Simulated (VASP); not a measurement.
# P (R-3m) in VASP: relaxation of volume and atoms at fixed shape with r2SCAN

Aim: the relaxation of volume and atoms at fixed shape of P with r2SCAN.

Everything below comes from runs of VASP 6.6.1. Logs are shortened: lines on timing, memory, paths and dates and some standing lists are left out, and cuts for length are marked.

**1. The cell of the first run**

The structure is trigonal, space group R-3m (No. 166). Conventional cell: a = 3.451 Å, b = 3.451 Å, c = 9.389 Å, α = 90.00°, β = 90.00°, γ = 120.00°. Within 3.0 Å of P (site symmetry 3m) lie 6 P at 2.29 to 2.82 Å.

**2. Relaxation of volume and atoms at fixed shape, r2SCAN**

POSCAR reads:

```
P
1.0
    1.7257250000      0.9963480000      3.1296800000
   -1.7257250000      0.9963480000      3.1296800000
    0.0000000000     -1.9926960000      3.1296800000
P
2
Direct
    0.2270800000      0.2270800000      0.2270800000
    0.7729200000      0.7729200000      0.7729200000
```

INCAR.step1 reads:

```
PREC     = Accurate       # precision mode
ENCUT    = 600            # plane-wave cutoff, eV
ISMEAR   = -1             # smearing method
SIGMA    = 0.02           # smearing width, eV
LREAL    = F              # projectors in reciprocal space
LASPH    = T              # aspherical terms in the spheres
NELM     = 60             # most SCF steps
GGA      = PE             # functional
ALGO     = Normal         # electronic algorithm
EDIFF    = 1E-4           # SCF threshold, eV
LWAVE    = T              # write WAVECAR
LCHARG   = F              # write CHGCAR
```

INCAR.step2 reads:

```
PREC     = Accurate       # precision mode
ENCUT    = 600            # plane-wave cutoff, eV
EDIFF    = 1E-6           # SCF threshold, eV
ISMEAR   = -1             # smearing method
SIGMA    = 0.02           # smearing width, eV
LREAL    = F              # projectors in reciprocal space
LASPH    = T              # aspherical terms in the spheres
NELM     = 60             # most SCF steps
ALGO     = Normal         # electronic algorithm
ISIF     = 8              # what is computed and relaxed
LWAVE    = F              # write WAVECAR
LCHARG   = F              # write CHGCAR
METAGGA  = R2SCAN         # meta-GGA
LMIXTAU  = T            
IBRION   = 2              # ionic algorithm
NSW      = 80             # ionic steps
EDIFFG   = -0.02          # ionic threshold
ISTART   = 1
```

KPOINTS reads:

```
regular mesh
0
Gamma
  8 8 8
```

Potentials or basis: VASP PAW PBE potentials, release 64 (P).

Started as:

```bash
cat potpaw_PBE.64/P/POTCAR > POTCAR
cp INCAR.step1 INCAR
mpirun -np 1 vasp_std > vasp.out
cp INCAR.step2 INCAR
mpirun -np 1 vasp_std > vasp.out
```

OUTCAR:

```text
PREC = Accurate
   ENCUT = 600
   EDIFF = 1E-6
   ISMEAR = -1
   LREAL = F
   LASPH = T
   NELM = 60
   ISIF = 8
   METAGGA = R2SCAN
   IBRION = 2
   NSW = 80
   EDIFFG = -0.02
   ISTART = 1

 ion  position               nearest neighbor table
   1  0.227  0.227  0.227-   2 2.29   2 2.29   2 2.29   2 2.82   2 2.82   2 2.82
   2  0.773  0.773  0.773-   1 2.29   1 2.29   1 2.29   1 2.82   1 2.82   1 2.82

  LATTYP: Found a trigonal (rhomboedric) cell.
 ALAT       =     3.7102200764
 COS(alpha) =     0.5673128971

  Lattice vectors:

 A1 = (   1.7257250000,   0.9963480000,   3.1296800000)
 A2 = (  -1.7257250000,   0.9963480000,   3.1296800000)
 A3 = (   0.0000000000,  -1.9926960000,   3.1296800000)

Analysis of symmetry for initial positions (statically):
=====================================================================
 Subroutine PRICEL returns:
 Original cell was already a primitive cell.

 Routine SETGRP: Setting up the symmetry group for a
 trigonal (rhombohedral) supercell.

 Subroutine GETGRP returns: Found 12 space group operations
 (whereof 12 operations were pure point group operations)
 out of a pool of 12 trial point group operations.

The static configuration has the point symmetry D_3d.

Analysis of symmetry for dynamics (positions and initial velocities):
=====================================================================
 Subroutine PRICEL returns:
 Original cell was already a primitive cell.

 Routine SETGRP: Setting up the symmetry group for a
 trigonal (rhombohedral) supercell.

 Subroutine GETGRP returns: Found 12 space group operations
 (whereof 12 operations were pure point group operations)
 out of a pool of 12 trial point group operations.

The dynamic configuration has the point symmetry D_3d.

 Subroutine INISYM returns: Found 12 space group operations
 (whereof 12 operations are pure point group operations),
 and found     1 'primitive' translations

----------------------------------------------------------------------------------------

                                     Primitive cell

  volume of cell :      32.2875

  direct lattice vectors                    reciprocal lattice vectors
     1.725725000  0.996348000  3.129680000     0.289733300  0.167277564  0.106507162
    -1.725725000  0.996348000  3.129680000    -0.289733300  0.167277564  0.106507162
     0.000000000 -1.992696000  3.129680000     0.000000000 -0.334555129  0.106507162

  length of vectors
     3.710220076  3.710220076  3.710220243     0.351099622  0.351099622  0.351099572

  position of ions in fractional coordinates (direct lattice)
     0.227080000  0.227080000  0.227080000
     0.772920000  0.772920000  0.772920000

  ion indices of the primitive-cell ions
   primitive index   ion index
                 1           1
                 2           2

----------------------------------------------------------------------------------------

 KPOINTS: regular mesh

Automatic generation of k-mesh.
 Grid dimensions read from file:
 generate k-points for:    8    8    8

 Generating k-lattice:

  Cartesian coordinates                     Fractional coordinates (reciprocal lattice)
     0.036216663  0.020909696  0.013313395     0.125000000 -0.000000000 -0.000000000
    -0.036216663  0.020909696  0.013313395    -0.000000000  0.125000000 -0.000000000
     0.000000000 -0.041819391  0.013313395    -0.000000000 -0.000000000  0.125000000

  Length of vectors
     0.043887453  0.043887453  0.043887447

  Shift w.r.t. Gamma in fractional coordinates (k-lattice)
     0.000000000  0.000000000  0.000000000

 Subroutine IBZKPT returns following result:
 ===========================================

 Found     65 irreducible k-points:

 Following reciprocal coordinates:
            Coordinates               Weight
  0.000000  0.000000  0.000000      1.000000
  0.125000  0.000000 -0.000000      6.000000
  0.250000  0.000000 -0.000000      6.000000
  0.375000  0.000000 -0.000000      6.000000
  0.500000  0.000000 -0.000000      3.000000
  0.125000  0.125000 -0.000000      6.000000
[... 16 lines left out ...]
  0.250000  0.125000  0.125000      6.000000
  0.375000  0.125000  0.125000      6.000000
 [... further k-points ...]
   k-points           NKPTS =     65   k-points in BZ     NKDIM =     65   number of bands    NBANDS=      9
   number of dos      NEDOS =    301   number of ions     NIONS =      2
   total plane-waves  NPLWV =  27000
   dimension x,y,z NGX =    30 NGY =   30 NGZ =   30
   dimension x,y,z NGXF=    60 NGYF=   60 NGZF=   60
   ions per type =               2
   NGX,Y,Z   is equivalent  to a cutoff of  13.44, 13.44, 13.44 a.u.
   NGXF,Y,Z  is equivalent  to a cutoff of  26.88, 26.88, 26.88 a.u.
 SYSTEM =  unknown system
   PREC   = accura    normal or accurate (medium, high low for compatibility)
   ISTART =      1    job   : 0-new  1-cont  2-samecut
   ICHARG =      0    charge: 1-file 2-atom 10-const
   ISPIN  =      1    spin polarized calculation?
   LNONCOLLINEAR =      F non collinear calculations
   LSORBIT =      F    spin-orbit coupling
   LASPH  =      T    aspherical Exc in radial PAW
   ENCUT  =  600.0 eV  44.10 Ry    6.64 a.u.   7.41  7.41  7.41*2*pi/ulx,y,z
   NELM   =     60;   NELMIN=  2; NELMDL=  0     # of ELM steps
   EDIFF  = 0.1E-05   stopping-criterion for ELM
   LREAL  =      F    real-space projection
   EDIFFG = -.2E-01   stopping-criterion for IOM
   NSW    =     80    number of steps for IOM
   IBRION =      2    ionic relax: 0-MD 1-quasi-New 2-CG
   NFREE  =      1    steps in history (QN), initial steepest desc. (CG)
   ISIF   =      8    stress and relaxation
   ISYM   =      2    0-nonsym 1-usesym 2-fastsym
   POTIM  = 0.5000    time-step for ionic-motion
   TEBEG  =    0.0;   TEEND  =   0.0 temperature during run
   PSTRESS=    0.0 pullay stress
   NELECT =      10.0000    total number of electrons
   NUPDOWN=      -1.0000    fix difference up-down
   EMIN   =  10.00;   EMAX   =-10.00  energy-range for DOS
   EFERMI =   0.00;   METHOD = LEGACY
   ISMEAR =    -1;   SIGMA  =   0.02  broadening in eV -4-tet -1-fermi 0-gaus
   EFERMI_NEDOS =   21; number of points for ismear=-14 and -15
   IALGO  =     38    algorithm
   IMIX   =      4    mixing-type and parameters
     AMIX     =   0.40;   BMIX     =  1.00
     AMIX_MAG =   1.60;   BMIX_MAG =  1.00
  volume/ion in A,a.u.               =      16.14       108.94
  Fermi-wavevector in a.u.,A,eV,Ry     =   1.107636  2.093128 16.692396  1.226857
  Thomas-Fermi vector in A             =   2.244152
   LORBIT       =      0    0 simple, 1 ext, 2 COOP (PROOUT), +10 PAW based schemes
   METAGGA = R2SCAN    functional components
   LHFCALC =     F    Hartree Fock is set to
   AEXX    =    0.0000 exact exchange contribution
   IVDW    =     0    specifies the selected vdW correction
   LEPSILON=     F    determine dielectric tensor
   LRPA    =     F    only Hartree local field effects (RPA)
 conjugate gradient relaxation of ions
 non-spin polarized calculation
  energy-cutoff  :      600.00
  volume of cell :       32.29
 maximum number of plane-waves:      1096
 NGX is ok and might be reduce to    30
   NGX = 15   NGY = 15   NGZ = 15

--------------------------------------- Ionic step        1  -------------------------------------------

 number of electron      10.0000000 magnetization

 Free energy of the ion-electron system (eV)
  ---------------------------------------------------
  ext. energy  EPLUGINS =         0.00000000
  ---------------------------------------------------
  free energy    TOTEN  =       -17.77797078 eV

  energy without entropy =      -17.77733914  energy(sigma->0) =      -17.77765496

------------------------ aborting loop because EDIFF is reached ----------------------------------------

  FORCE on cell =-STRESS in cart. coord.  units (eV):
  Direction    XX          YY          ZZ          XY          YZ          ZX
  --------------------------------------------------------------------------------------
  -------------------------------------------------------------------------------------
  Total        0.1102461      0.1102462      0.0420979     -0.0000000     -0.0000000      0.0000000
  in kB        5.4706640      5.4706662      2.0889923     -0.0000000     -0.0000000      0.0000000
  external PRESSURE =       4.3434408 kB  Pullay stress =       0.0000000 kB
[... 165 lines left out ...]
  energy  without entropy=      -17.7787016593  energy(sigma->0) =      -17.77896844

--------------------------------------- Ionic step        6  -------------------------------------------

 number of electron      10.0000001 magnetization

 Free energy of the ion-electron system (eV)
  ---------------------------------------------------
  ext. energy  EPLUGINS =         0.00000000
  ---------------------------------------------------
  free energy    TOTEN  =       -17.77927952 eV

  energy without entropy =      -17.77874553  energy(sigma->0) =      -17.77901253

 E-fermi :   9.0456     XC(G=0): -11.2239

 val. band max:        9.0248024296   @ k =   0.3750   0.3750   0.3750
 cond. band min:       9.0486063253   @ k =   0.5000   0.5000   0.5000
 fundamental gap:      0.0238038957
 Fermi energy:         9.0455703711

 k-point     1 :       0.0000    0.0000    0.0000
  band No.  band energies     occupation
      1      -8.4725      2.00000
      2       5.0975      2.00000
      3       5.5187      2.00000
      4       5.6030      2.00000
      5       5.6030      2.00000
      6      10.2069      0.00000
      7      11.5490      0.00000
      8      11.5490      0.00000
      9      15.0526      0.00000
[... 265 lines left out ...]
 k-point    24 :       0.3750    0.1250    0.1250
  band No.  band energies     occupation
      1      -7.0102      2.00000
      2      -0.1795      2.00000
      3       3.1956      2.00000
      4       5.2328      2.00000
      5       8.8781      1.99954
      6       9.4752      0.00000
      7       9.8276      0.00000
      8      12.8485      0.00000
      9      14.6254      0.00000

 [... further k-points ...]

------------------------ aborting loop because EDIFF is reached ----------------------------------------

  FORCE on cell =-STRESS in cart. coord.  units (eV):
  Direction    XX          YY          ZZ          XY          YZ          ZX
  --------------------------------------------------------------------------------------
  -------------------------------------------------------------------------------------
  Total       -0.0193122     -0.0193122      0.0440710      0.0000000      0.0000000      0.0000000
  in kB       -0.9460695     -0.9460699      2.1589595      0.0000000      0.0000000      0.0000000
  external PRESSURE =       0.0889400 kB  Pullay stress =       0.0000000 kB
[... 17 lines left out ...]
  FREE ENERGIE OF THE ION-ELECTRON SYSTEM (eV)
  ---------------------------------------------------
  free  energy   TOTEN  =       -17.7792795172 eV

  energy  without entropy=      -17.7787455346  energy(sigma->0) =      -17.77901253

 reached required accuracy - stopping structural energy minimisation
```

It took 3.2 min on 1 thread of Intel Xeon 6975P-C (Granite Rapids), shared host; peak memory 0.17 GiB.

What came out:

| Quantity | Value |
| --- | --- |
| Free energy | -17.7793 eV |
| Relaxed volume | 16.35 Å³/atom |
| Relaxed cell | a = 3.726 Å, b = 3.726 Å, c = 3.726 Å, α = 55.44°, β = 55.44°, γ = 55.44° |
| Space group after relaxing (to 0.05 Å) | R-3m (No. 166) |
| Energy gained by relaxing | 0.7 meV/atom |
| Ionic steps | 6 |
| Pressure after relaxing | 0.0 GPa |
| Band gap on the k mesh | zero (band 5 reaches 9.12 eV, above the bottom of band 6 at 8.73 eV) |

Forces in eV/Å, atoms in the order of the input:
```
P    0.000  0.000  0.002
P    0.000  0.000 -0.002
```

The path:
| step | energy change (eV) | largest force (eV/Å) | pressure (GPa) | volume (Å³) |
| --- | --- | --- | --- | --- |
| 1 | 0.0000 | 0.0861 | 0.43 | 32.29 |
| 2 | -0.0009 | 0.0574 | 0.07 | 32.49 |
| 3 | -0.0012 | 0.0316 | -0.14 | 32.71 |
| 4 | -0.0013 | 0.0278 | -0.17 | 32.74 |
| 5 | -0.0013 | 0.0285 | 0.16 | 32.67 |
| 6 | -0.0013 | 0.0024 | 0.01 | 32.71 |

Final structure:
```yaml
crystal:
  lattice:
    - [1.73314, 1.00063, 3.14313]
    - [-1.73314, 1.00063, 3.14313]
    - [0.00000, -2.00126, 3.14313]
  atoms:
    - { symbol: P, position: [0.22597, 0.22597, 0.22597] }
    - { symbol: P, position: [0.77403, 0.77403, 0.77403] }
```

Caveat: the PAW data sets were made with another functional, which shifts forces and pressure a little.
